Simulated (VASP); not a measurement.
Gd, 2 atoms in the cell. It takes space group P6_3/mmc (No. 194, hexagonal). Conventional cell: a = 3.636 Å, b = 3.636 Å, c = 5.783 Å, α = 90.00°, β = 90.00°, γ = 120.00°. Within 4.7 Å of Gd (site symmetry -6m2) lie 12 Gd at 3.57 to 3.64 Å. 

| Quantity | Value |
| --- | --- |
| Program | VASP 6.6.1 |
| Task | single point |
| Functional | PBEsol |
| Potentials or basis | VASP PAW PBE potentials, release 64 (Gd) |
| Cutoff | 520 eV |
| k mesh | 8 × 8 × 5 |
| Occupations | fermi-dirac, width 0.05 eV |
| Spin | collinear spin, ferromagnetic start |
| Starting moments | [7.0, 7.0] μB |
| Dipole correction | no |
| Further INCAR settings | ALGO = Normal; EDIFF = 1e-06; NBANDS = 29 |

Potentials or basis: VASP PAW PBE potentials, release 64 (Gd).

Run with:

```sh
$ cat potpaw_PBE.64/Gd/POTCAR > POTCAR
$ mpirun -np 1 vasp_std > vasp.out
```

Hardware: 1 thread of AMD EPYC 7R13 Processor (Zen 3) (shared host).

**Question.** How long does it take, and how much memory?

**Answer.** Run time: 4.2 min on 1 thread of AMD EPYC 7R13 Processor (Zen 3), on a shared host, peak memory 0.24 GiB. Counts: scf iterations 29, k points 30.
